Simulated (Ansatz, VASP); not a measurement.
Ti: VASP beside Ansatz

```
CELL_PARAMETERS angstrom
-1.61638 1.61638 1.69023
1.61638 -1.61638 1.69023
1.61638 1.61638 -1.69023
ATOMIC_POSITIONS crystal
Ti 0.00000 0.00000 0.00000
```

Change from the starting cell: strain -0.015 along x and y, +0.030 along z, atoms carried along.

Alike in both runs: task single point; functional LDA; k mesh 20 × 20 × 20; occupations gaussian, width 0.15 eV; no spin polarisation.

```csv
,VASP,Ansatz
version,VASP 6.6.1,Ansatz 0.2.0
potentials or method,"VASP PAW LDA potentials, release 64 (Ti_sv), cutoff 520 eV","scalar-relativistic, plane waves, PAW"
valence electrons in the cell,12,12
```

```tsv
	VASP	Ansatz	Ansatz less VASP
gap on the k mesh at the Fermi level (eV)	none	none	-
pressure (GPa)	-10.7	-10.7	+0.03
traceless stress, the component that is largest in VASP (GPa)	0.55	0.56	+0.009
```

LDA's correlation is that of Perdew and Zunger in VASP and of Perdew and Wang (1992) in Ansatz. A gap of «none» marks a metal or a gap that the smearing closes.
